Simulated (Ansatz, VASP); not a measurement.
One calculation of Si, two programs

```
CELL_PARAMETERS angstrom
-1.62691 1.62691 1.32033
1.62691 -1.62691 1.32033
1.62691 1.62691 -1.32033
ATOMIC_POSITIONS crystal
Si 0.00000 0.00000 0.00000
```

Alike in both runs: task single point; functional PBE0; k mesh 8 × 8 × 8; occupations fermi-dirac, width 0.05 eV; no spin polarisation.

|  | VASP | Ansatz |
| --- | --- | --- |
| version | VASP 6.6.1 | Ansatz 0.2.0 |
| potentials or method | VASP PAW PBE potentials, release 64 (Si) | Ansatz PAW |
| plane-wave cutoff (eV) | 520 | 420 |
| valence electrons in the cell | 4 | 4 |

```csv
,VASP,Ansatz,Ansatz less VASP
gap on the k mesh at the Fermi level (eV),none,none,-
pressure (GPa),0.9,1.2,+0.31
"traceless stress, the component that is largest in VASP (GPa)",-6.16,-6.13,+0.032
```

A gap of «none» marks a metal or a gap that the smearing closes.

The k mesh is coarse, so the values compare programs but aren't converged.
